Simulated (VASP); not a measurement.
# CuSi12O24 (a cell with a defect) in VASP: notebook, part 3 of 3

VASP 6.6.1. Earlier steps stand in the parts before.

**5. Single point, PBE+D3(BJ), collinear spin, zero start**

Contents of INCAR:

```
SYSTEM = CuSi12O24
ALGO     = Normal         ! electronic algorithm
EDIFF    = 1E-6           ! SCF threshold, eV
ENCUT    = 520            ! plane-wave cutoff, eV
GGA      = PE             ! functional
ISIF     = 2              ! what is computed and relaxed
ISMEAR   = 0              ! smearing method
ISPIN    = 2              ! spin polarisation
IVDW     = 12             ! dispersion correction
LASPH    = .TRUE.         ! aspherical terms in the spheres
LCHARG   = .FALSE.        ! write CHGCAR
LMAXMIX  = 4              ! l up to which the mixer works
LORBIT   = 11             ! projections on sites
LREAL    = Auto         
LUSENCCL = .FALSE.      
LWAVE    = .FALSE.        ! write WAVECAR
MAGMOM   = 0 0 0 0 0 0 0 0 0 0 0 0 0 0 0 0 0 0 0 0 0 0 0 0 0 0 0 0 0 0 0 0 0 0 0 0 0 ! initial moments
NBANDS   = 130            ! bands
NELM     = 150            ! most SCF steps
PREC     = Accurate       ! precision mode
SIGMA    = 0.05           ! smearing width, eV
```

Contents of KPOINTS:

```
k-points
0
G
  2 2 1
  0 0 0
```

Contents of POSCAR:

```
CuSi12O24
1.0
   -2.4920500000      4.3163570000      5.4500000000
    4.9841000000      0.0000000000      5.4500000000
    4.9841000000      8.6327140000      0.0000000000
Si O Cu
12 24 1
Direct
    0.1073118191      0.5597823093      0.9593128972
    0.4015283261      0.9384613986      0.0335533413
   -0.0034786735     -0.0022844458      0.2638114962
    0.0875670162      0.5695685802      0.4523070609
    0.3982208433      0.9404951200      0.5270675799
   -0.0004554193     -0.0062188926      0.7671263930
    0.5978791109      0.0806852928      0.1979779841
    0.8954476759      0.4304875535      0.2778303736
    0.4958240147      0.4971339670      0.5013291930
    0.5935840257      0.0722783596      0.7002653436
    0.9272842771      0.4204058146      0.7913226384
    0.5010216578      0.5062515532      0.0188460617
    0.2921838286      0.4431660797      1.0361733617
    0.1754587152      0.0291500921      0.1151178582
    0.9191842612      0.5222364728      0.1023463282
    0.5916085484      0.3148272314      0.1410797695
    0.9255982286      0.1911536980      0.3277797234
    0.5610707155      1.0024846974      0.0777073687
    0.3119588852      0.4627506561      0.4680386820
    0.1754180048      0.0250520869      0.6148049463
    0.9381701739      0.5190656059      0.6162525021
    0.5694530091      0.3117761652      0.6315641313
    0.9404458282      0.1849989424      0.8317627650
    0.5623286361      0.9820080612      0.5826714351
    0.8141750306      0.9609754281      0.2267388804
    0.6699370921      0.5309952015      0.3531970760
    0.4262892749      0.0359764132      0.3522395511
    0.0676814141      0.8070615217      0.3919153182
    0.4344734471      0.6969093052      0.5622651805
    0.0448184581      0.4841782392      0.3395345351
    0.8138080582      0.9724704739      0.7245487214
    0.7117238236      0.5299875525      0.8795793411
    0.4276630830      0.0288903115      0.8558485151
    0.0701914914      0.8004809856      0.8926071760
    0.4404478135      0.6993391590      0.0836948840
    0.1021865574      0.4606194976      0.8359851071
    0.4815068539      0.6073015864      0.7689276536
```

On the command line:

```sh
> cat potpaw_PBE.64/Si/POTCAR potpaw_PBE.64/O/POTCAR potpaw_PBE.64/Cu/POTCAR > POTCAR
> mpirun -np 1 vasp_std > vasp.out
```

It took 1.8 min on 1 × NVIDIA H100 80GB with 1 thread of AMD EPYC 7R13 (Zen 3), shared host; peak memory 1.8 GiB.

Results (log left out):

```yaml
Free_energy: -289.1557 eV
Pressure: 0.0 GPa
Largest_force: 0.076 eV/Å
Net_moment: 0.00 μB per cell
Valence_electrons_inside_the_program's_atomic_spheres: Si 1.60, 1.62, 1.61, 1.63, 1.56 (each value once); O 5.17, 5.24, 5.23, 5.22, 5.25, 5.18, 5.21 (each value once); Cu 9.94
Dispersion_energy_per_atom: -0.149 eV
```

Forces in eV/Å, atoms in the order of the input:
```
Si  -0.023 -0.032  0.006
Si   0.015 -0.003  0.010
Si  -0.003  0.016 -0.025
Si  -0.011  0.021 -0.026
Si  -0.007 -0.011 -0.012
Si  -0.022 -0.005 -0.027
Si  -0.030  0.003  0.008
Si  -0.002  0.006  0.004
Si   0.026  0.034  0.063
Si   0.000 -0.007  0.022
Si   0.005 -0.021 -0.030
Si  -0.021  0.025  0.032
O   -0.026  0.020  0.016
O   -0.002  0.003  0.000
O    0.000 -0.005 -0.009
O   -0.005  0.008 -0.013
O    0.020 -0.006  0.020
O    0.004  0.000 -0.003
O    0.022 -0.032 -0.047
O    0.016  0.019 -0.001
O   -0.019 -0.007  0.013
O   -0.013  0.023 -0.028
O    0.034 -0.019  0.022
O    0.007 -0.002  0.005
O    0.013  0.004  0.008
O    0.006  0.018 -0.013
O   -0.017 -0.012 -0.001
O    0.004 -0.025  0.017
O   -0.042 -0.047 -0.032
O    0.018 -0.008 -0.004
O    0.016  0.006  0.021
O    0.009  0.020 -0.011
O   -0.012  0.009  0.009
O    0.008 -0.009  0.002
O    0.009 -0.027 -0.005
O    0.016  0.023  0.020
Cu   0.007  0.022 -0.011
```

Stress tensor (GPa, compression positive):
```
 0.48  0.12 -0.88
 0.12 -0.81 -0.11
-0.88 -0.11  0.35
```

Levels at points of the mesh, in eV from the Fermi level:
Spin up:
```csv
k point,band 99,band 100,band 101,band 102,band 103,band 104
"(0.00, 0.00, 0.00)",-2.70,-2.67,-2.46,-0.35,1.83,2.92
"(0.50, 0.00, 0.00)",-2.69,-2.68,-2.47,0.09,2.18,2.56
"(0.00, 0.50, 0.00)",-2.70,-2.67,-2.42,-0.09,2.10,2.74
"(0.50, 0.50, 0.00)",-2.70,-2.67,-2.44,0.17,2.55,2.75
```
Spin down:
```csv
k point,band 98,band 99,band 100,band 101,band 102,band 103,band 104,band 105
"(0.00, 0.00, 0.00)",-2.81,-2.70,-2.67,-2.46,-0.35,1.83,2.92,3.20
"(0.50, 0.00, 0.00)",-2.82,-2.69,-2.68,-2.47,0.09,2.18,2.56,3.13
"(0.00, 0.50, 0.00)",-2.80,-2.70,-2.67,-2.42,-0.09,2.10,2.74,3.29
"(0.50, 0.50, 0.00)",-2.83,-2.70,-2.67,-2.44,0.17,2.55,2.75,2.95
```

Caveat: the k points lie up to 0.69 Å⁻¹ apart; no moment was typed at the start, so none could form; semilocal functionals often make such compounds metallic where correlation or magnetic order opens a gap, which also shifts bond lengths. With open d or f shells a metallic result of PBE can be an artefact of self-interaction; +U or a hybrid may open a gap.

**6. Single point, PBE+D3(BJ), collinear spin, zero start**

Contents of INCAR:

```
SYSTEM = CuSi12O24
PREC     = Accurate       ! precision mode
ENCUT    = 520            ! plane-wave cutoff, eV
EDIFF    = 1E-6           ! SCF threshold, eV
ISMEAR   = 0              ! smearing method
SIGMA    = 0.05           ! smearing width, eV
LREAL    = Auto         
LASPH    = .TRUE.         ! aspherical terms in the spheres
NELM     = 150            ! most SCF steps
ALGO     = Normal         ! electronic algorithm
ISIF     = 2              ! what is computed and relaxed
LWAVE    = .FALSE.        ! write WAVECAR
LCHARG   = .FALSE.        ! write CHGCAR
ISPIN    = 2              ! spin polarisation
MAGMOM   = 0 0 0 0 0 0 0 0 0 0 0 0 0 0 0 0 0 0 0 0 0 0 0 0 0 0 0 0 0 0 0 0 0 0 0 0 0 ! initial moments
LORBIT   = 11             ! projections on sites
LMAXMIX  = 4              ! l up to which the mixer works
GGA      = PE             ! functional
IVDW     = 12             ! dispersion correction
NBANDS   = 130            ! bands
LUSENCCL = .FALSE.
```

Contents of KPOINTS:

```
regular mesh
0
G
  2 2 1
  0 0 0
```

Contents of POSCAR:

```
CuSi12O24
1.0
   -2.4920500000      4.3163570000      5.4500000000
    4.9841000000      0.0000000000      5.4500000000
    4.9841000000      8.6327140000      0.0000000000
Si O Cu
12 24 1
Direct
    0.1082179689      0.5543001962      0.9543052871
    0.3974140021      0.9472577410      0.0328848251
   -0.0079326574     -0.0045532142      0.2685554255
    0.0936816889      0.5635887698      0.4545782921
    0.3884049810      0.9493432759      0.5274530630
   -0.0088177432     -0.0107679449      0.7639772993
    0.5899590959      0.0842465922      0.2015156447
    0.9033204682      0.4233971465      0.2837294707
    0.5015535081      0.5023127304      0.5048282619
    0.5830739800      0.0841100567      0.6999359118
    0.9255954551      0.4079458293      0.7918481463
    0.5060063657      0.5092406068      0.0224758844
    0.3210443320      0.4579050258      0.9953231452
    0.1711598698      0.0284625155      0.1195714231
    0.9375034327      0.5077141820      0.1065191660
    0.5758180719      0.3208569740      0.1527501820
    0.9258838789      0.1857227266      0.3354433656
    0.5577225513      1.0123948798      0.0756578246
    0.3183594472      0.4660196354      0.4704298059
    0.1603986548      0.0306099691      0.6092729521
    0.9407036541      0.5076912083      0.6166814049
    0.5716971528      0.3226509206      0.6391642295
    0.9361585394      0.1738021946      0.8353904155
    0.5469183832      1.0246673049      0.5674999784
    0.8074969317      0.9673559123      0.2286555498
    0.6799892895      0.5306213527      0.3571279519
    0.4147859823      0.0353171370      0.3509807717
    0.0607789961      0.8022920131      0.3953094189
    0.4349615647      0.7055521967      0.5600664641
    0.0610544847      0.4748183593      0.3385757999
    0.8018280513      0.9697805725      0.7250930446
    0.7079772472      0.5118366977      0.8822813374
    0.4155978890      0.0456637624      0.8566362957
    0.0645669658      0.7926838599      0.8858236153
    0.4432473693      0.7060889609      0.0814820362
    0.0977994592      0.4499838435      0.8371474625
    0.5068767706      0.6851902019      0.7532745673
```

Potentials or basis: VASP PAW PBE potentials, release 64 (Si, O, Cu).

On the command line:

```sh
> cat potpaw_PBE.64/Si/POTCAR potpaw_PBE.64/O/POTCAR potpaw_PBE.64/Cu/POTCAR > POTCAR
> mpirun -np 1 vasp_std > vasp.out
```

Run time: 1.7 min. Hardware: 1 × NVIDIA H100 80GB with 1 thread of AMD EPYC 7R13 (Zen 3), shared host; peak memory 1.8 GiB.

It converged, with:

* Free energy: -289.1665 eV
* Pressure: 0.2 GPa
* Largest force: 0.030 eV/Å
* Net moment: -0.50 μB per cell
* Site moments: Si +0.00, -0.00 (each value once); O -0.02, -0.00, -0.01, -0.03 (each value once); Cu -0.13 μB
* Valence electrons inside the program's atomic spheres: Si 1.61, 1.62, 1.60, 1.63, 1.58 (each value once); O 5.21, 5.24, 5.23, 5.22, 5.20 (each value once); Cu 9.93
* Dispersion energy per atom: -0.149 eV

Forces on the atoms (eV/Å):
```
Si  -0.012 -0.006  0.006
Si   0.003 -0.018  0.005
Si   0.000  0.018 -0.006
Si  -0.015  0.005 -0.002
Si  -0.005 -0.018 -0.015
Si   0.009  0.004 -0.008
Si  -0.017  0.006 -0.024
Si   0.017  0.002  0.008
Si   0.028 -0.005  0.008
Si  -0.016  0.006 -0.001
Si   0.003 -0.002 -0.009
Si   0.003  0.014  0.018
O    0.004 -0.001 -0.004
O    0.003  0.014 -0.007
O   -0.006  0.006  0.002
O   -0.007  0.002  0.003
O    0.000 -0.017  0.010
O    0.009 -0.003 -0.005
O    0.014  0.001  0.002
O    0.001  0.022 -0.009
O    0.002  0.000  0.004
O   -0.004 -0.006 -0.003
O   -0.006 -0.010  0.000
O    0.004  0.003 -0.005
O    0.005  0.005  0.009
O   -0.013  0.015 -0.001
O   -0.018 -0.012  0.016
O   -0.008 -0.009 -0.004
O    0.003 -0.014  0.020
O    0.008 -0.010 -0.007
O    0.009 -0.002  0.003
O   -0.010  0.009 -0.008
O   -0.006  0.006 -0.002
O   -0.013 -0.002 -0.008
O    0.008 -0.009  0.000
O    0.013  0.003  0.010
Cu   0.011  0.002  0.002
```

Stress tensor (GPa, compression positive):
```
 0.81 -0.11 -0.04
-0.11 -0.35 -0.44
-0.04 -0.44  0.27
```

Levels at points of the mesh, in eV from the Fermi level:
Spin up:
```tsv
k point	band 99	band 100	band 101	band 102	band 103	band 104
(0.00, 0.00, 0.00)	-2.64	-2.59	-2.42	-0.17	1.80	2.50
(0.50, 0.00, 0.00)	-2.64	-2.59	-2.42	0.28	1.97	2.50
(0.00, 0.50, 0.00)	-2.64	-2.61	-2.39	0.27	1.85	2.55
(0.50, 0.50, 0.00)	-2.64	-2.61	-2.39	0.41	2.35	2.72
```
Spin down:
| k point | band 99 | band 100 | band 101 | band 102 | band 103 | band 104 | band 105 | band 106 |
| --- | --- | --- | --- | --- | --- | --- | --- | --- |
| (0.00, 0.00, 0.00) | -2.71 | -2.67 | -2.49 | -0.43 | 1.67 | 2.38 | 3.05 | 3.32 |
| (0.50, 0.00, 0.00) | -2.71 | -2.67 | -2.49 | -0.06 | 1.93 | 2.38 | 2.76 | 3.01 |
| (0.00, 0.50, 0.00) | -2.71 | -2.68 | -2.46 | -0.07 | 1.80 | 2.49 | 2.81 | 3.15 |
| (0.50, 0.50, 0.00) | -2.71 | -2.68 | -2.46 | 0.05 | 2.27 | 2.60 | 2.75 | 3.10 |

Caveat: the k points lie up to 0.69 Å⁻¹ apart; semilocal functionals often make such compounds metallic where correlation or magnetic order opens a gap, which also shifts bond lengths.

**7. Summary**

| cell | gap on the mesh (eV) | pressure (GPa) | moment (μB) | largest force (eV/Å) |
| --- | --- | --- | --- | --- |
| as given, atomic positions A | none | 0.3 | 0.50 | 0.03 |
| as given, atomic positions B | none | 0.1 | 0.00 | 0.05 |
| as given, atomic positions C | none | 0.0 | 0.00 | 0.05 |
| as given, atomic positions D | none | 0.0 | 0.00 | 0.08 |
| as given, atomic positions E | none | 0.2 | 0.50 | 0.03 |

Alike in all rows: task single point; level PBE+D3(BJ); potentials or basis VASP PAW PBE potentials, release 64 (Si, O, Cu); spin collinear, zero start; k mesh 2 × 2 × 1; cutoff (eV) 520; smearing gaussian 0.05 eV.

Caveats: all runs use coarse meshes; semilocal functionals often make such compounds metallic where correlation or magnetic order opens a gap, which also shifts bond lengths; no moment was typed at the start, so none could form (at least some runs).

Absolute energies hang on the potentials; compare differences alone.
